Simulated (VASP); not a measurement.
Mg:

```xyz
2
Lattice="3.2100 0.0000 0.0000 -1.6050 2.7799 0.0000 0.0000 0.0000 5.2130" Properties=species:S:1:pos:R:3 pbc="T T T"
Mg    0.0000    1.8533    3.9098
Mg    1.6050    0.9266    1.3033
```

| Quantity | Value |
| --- | --- |
| Program | VASP 6.6.1 |
| Task | relaxation of cell and atoms |
| Functional | LDA |
| Potentials or basis | VASP PAW LDA potentials, release 64 (Mg) |
| Cutoff | 600 eV |
| k mesh | 16 × 16 × 8 |
| Occupations | gaussian, width 0.05 eV |
| Spin | no spin polarisation |

At the start: pressure -2.8 GPa; volume 23.26 Å³/atom.

Q: How do energy, volume and symmetry change on relaxing?

A: Over 6 steps the energy falls by 17.4 meV/atom and the volume is 21.42 Å³/atom (-7.9 %); space group P6_3/mmc (No. 194, to 0.05 Å).

The path:
| step | energy change (eV) | largest force (eV/Å) | pressure (GPa) | volume (Å³) |
| --- | --- | --- | --- | --- |
| 1 | 0.0000 | 0.0000 | -2.83 | 46.52 |
| 2 | -0.0321 | 0.0000 | -0.84 | 43.81 |
| 3 | -0.0346 | 0.0000 | -0.02 | 42.91 |
| 4 | -0.0346 | 0.0000 | 0.04 | 42.84 |
| 5 | -0.0347 | 0.0000 | 0.04 | 42.84 |
| 6 | -0.0348 | 0.0000 | 0.04 | 42.84 |

Final structure:
```
Mg
1.0
     3.13300    0.00000    0.00000
    -1.56650    2.71325    0.00000
     0.00000    0.00000    5.03966
Mg
2
Direct
  0.33333 0.66667 0.75000
  0.66667 0.33333 0.25000
```
